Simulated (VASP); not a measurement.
A run of VASP 6.6.1:

File INCAR:

```
SYSTEM = Mo
  PREC = Accurate
  ENCUT = 520
  EDIFF = 1E-7
  ISMEAR = 0
  SIGMA = 0.15
  LREAL = .False.
  LASPH = .True.
  NELM = 60
  ALGO = Fast
  ISIF = 2
  LWAVE = .False.
  LCHARG = .False.
  GGA = PS
  NBANDS = 13
```

The input KPOINTS:

```
Automatic mesh
0
Gamma
  26 26 26
  0 0 0
```

POSCAR

```
Mo
1.0
   -1.6037697628      1.6037697628      1.5255370914
    1.6037697628     -1.6037697628      1.5255370914
    1.6037697628      1.6037697628     -1.5255370914
Mo
1
Direct
    0.0000000000      0.0000000000      0.0000000000
```

Potentials or basis: VASP PAW PBE potentials, release 64 (Mo_sv).

Run with:

```sh
$ cat potpaw_PBE.64/Mo_sv/POTCAR > POTCAR
$ mpirun -np 1 vasp_std > vasp.out
```

Hardware: 1 thread of Intel(R) Xeon(R) 6975P-C (Granite Rapids), with other jobs on the host.

Question: Estimate the wall time of this run.

Answer: Wall time 100 s on 1 thread of Intel(R) Xeon(R) 6975P-C (Granite Rapids) (shared host), peak memory 0.34 GiB. Counts: scf iterations 14, k points 1330.
